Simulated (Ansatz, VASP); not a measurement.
**Two plane-wave programs on RuCl**

```
CELL_PARAMETERS angstrom
3.08125 0.00000 0.00000
0.00000 3.08125 0.00000
0.00000 0.00000 3.08125
ATOMIC_POSITIONS crystal
Ru 0.50000 0.50000 0.50000
Cl 0.00000 0.00000 0.00000
```

Change from the starting cell: species swapped into the HfTc type (Pm-3m, No. 221).

Alike in both runs: functional PBE; k mesh 18 × 18 × 18; occupations gaussian, width 0.1 eV; no spin polarisation.

Ansatz relaxed the structure, and its values are those at the end. VASP's run is a single point on that final structure, the one shown.

|  | VASP | Ansatz |
| --- | --- | --- |
| version | VASP 6.6.1 | Ansatz 0.2.0 |
| potentials or method | VASP PAW PBE potentials, release 64 (Ru_pv, Cl), cutoff 520 eV | scalar-relativistic, plane waves, PAW |
| valence electrons in the cell | 21 | 23 |

|  | VASP | Ansatz | Ansatz less VASP |
| --- | --- | --- | --- |
| gap on the k mesh at the Fermi level (eV) | none | none | - |
| pressure (GPa) | 0.2 | 0.0 | -0.16 |

A gap of «none» marks a metal or a gap that the smearing closes. VASP's potentials hold 21 valence electrons a cell and Ansatz's 23, so a difference there can come from the potentials and not from the codes.
